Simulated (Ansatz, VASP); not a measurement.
## Two plane-wave programs on Ge

File INCAR:

```
SYSTEM = Ge
PREC = Accurate ; ENCUT = 520
EDIFF = 1E-6 ; ISMEAR = -1
SIGMA = 0.1 ; LREAL = .FALSE.
LASPH = .TRUE. ; NELM = 60
ALGO = Normal ; ISIF = 2
LWAVE = .FALSE. ; LCHARG = .TRUE.
GGA = PE ; LELF = .TRUE.
LVHAR = .TRUE. ; NBANDS = 13
```

The input KPOINTS:

```
Automatic mesh
0
G
  14 14 14
  0 0 0
```

File POSCAR:

```
Ge
1.0
    0.0000000000      2.0493011406      2.0493011406
    2.0493011406      0.0000000000      2.0493011406
    2.0493011406      2.0493011406      0.0000000000
Ge
1
Direct
    0.0000000000      0.0000000000      0.0000000000
```

Input for Ansatz:

```yaml
crystal:
  lattice:
    - [0.0, 2.0493011406, 2.0493011406]
    - [2.0493011406, 0.0, 2.0493011406]
    - [2.0493011406, 2.0493011406, 0.0]
  atoms:
    - { symbol: Ge, position: [0.0, 0.0, 0.0] }
hamiltonian:
  xc: pbe
  pseudopotentials:
    kind: paw
    azcp:
      Ge: "pseudopotentials/Ge.paw.azcp"
basis:
  ecutwfc: 420
  fft_grid_basis: typed
kpoints:
  mp_grid: { grid: [14, 14, 14], shift: [0, 0, 0] }
magnetization:
  spin_polarized: false
scf:
  occupations: { method: fermi_dirac, width: 0.1 }
  lower_state_search: "off"
output:
  stress: true
  write_density: true
  write_potential: true
  elf: true
  volumetric_format: npy
```

Alike in both runs: task single point; functional PBE; k mesh 14 × 14 × 14; occupations fermi-dirac, width 0.1 eV; no spin polarisation.

|  | VASP | Ansatz |
| --- | --- | --- |
| version | VASP 6.6.1 | Ansatz 0.2.0 |
| potentials or method | VASP PAW PBE potentials, release 64 (Ge_d), cutoff 520 eV | plane waves (420 eV) with PAW, scalar-relativistic |
| valence electrons in the cell | 14 | 14 |

VASP gave:

* pressure (GPa): 10.6

What did Ansatz give for the same quantities?

Pressure (GPa): 10.7.
